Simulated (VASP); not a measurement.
**ScHg: relaxation of cell and atoms with LDA**

ScHg:

```xyz
2
Lattice="3.5245 0.0000 0.0000 0.0000 3.5245 0.0000 0.0000 0.0000 3.5245" Properties=species:S:1:pos:R:3 pbc="T T T"
Sc    1.7623    1.7623    1.7623
Hg    0.0000    0.0000    0.0000
```

| Quantity | Value |
| --- | --- |
| Program | VASP 6.6.1 |
| Task | relaxation of cell and atoms |
| Functional | LDA |
| Potentials or basis | VASP PAW LDA potentials, release 64 (Sc_sv, Hg) |
| Cutoff | 600 eV |
| k mesh | 12 × 12 × 12 |
| Occupations | gaussian, width 0.1 eV |
| Spin | no spin polarisation |
| Dipole correction | no |
| Further INCAR settings | ALGO = Normal; EDIFF = 1e-07; IBRION = 2; EDIFFG = -0.005; NSW = 70; ISIF = 3 |

| Quantity | Value |
| --- | --- |
| Relaxed volume | 20.24 Å³/atom |
| Relaxed cell | a = 3.434 Å, b = 3.434 Å, c = 3.434 Å, α = 90.00°, β = 90.00°, γ = 90.00° |
| Space group after relaxing (to 0.05 Å) | Pm-3m (No. 221) |
| Energy gained by relaxing | 35.0 meV/atom |
| Ionic steps | 3 |
| Pressure after relaxing | 0.0 GPa |

The path:
```
step  energy change (eV)  largest force (eV/Å)  pressure (GPa)  volume (Å³)
   1              0.0000                0.0000           -6.30        43.78
   2             -0.0399                0.0000            5.24        38.55
   3             -0.0699                0.0000           -0.03        40.49
```

Final structure:
```yaml
crystal:
  lattice:
    - [3.43378, 0.00000, 0.00000]
    - [0.00000, 3.43378, 0.00000]
    - [0.00000, 0.00000, 3.43378]
  atoms:
    - { symbol: Sc, position: [0.50000, 0.50000, 0.50000] }
    - { symbol: Hg, position: [0.00000, 0.00000, 0.00000] }
```

Levels at points of the mesh, in eV from the Fermi level:
```
           k point  band 9  band 10  band 11  band 12  band 13  band 14  band 15
(0.00, 0.00, 0.00)   -7.28    -7.28     0.31     0.31     2.56     2.56     2.56
(0.50, 0.00, 0.00)   -7.18    -5.09    -3.97    -0.09     0.77     0.77     2.31
(0.50, 0.50, 0.00)   -6.73    -4.13    -0.98    -0.98     0.61     2.14     2.14
(0.50, 0.50, 0.50)   -6.71    -1.91    -1.91    -1.91    -0.77     3.11     3.11
```

Run time: 76 s on 1 thread of Intel(R) Xeon(R) Platinum 8488C (Sapphire Rapids), with other jobs on the host, peak memory 0.21 GiB.

Caveat: spin-orbit coupling is left out, which moves the levels of the heavy elements. LDA usually gives volumes a few per cent too small.
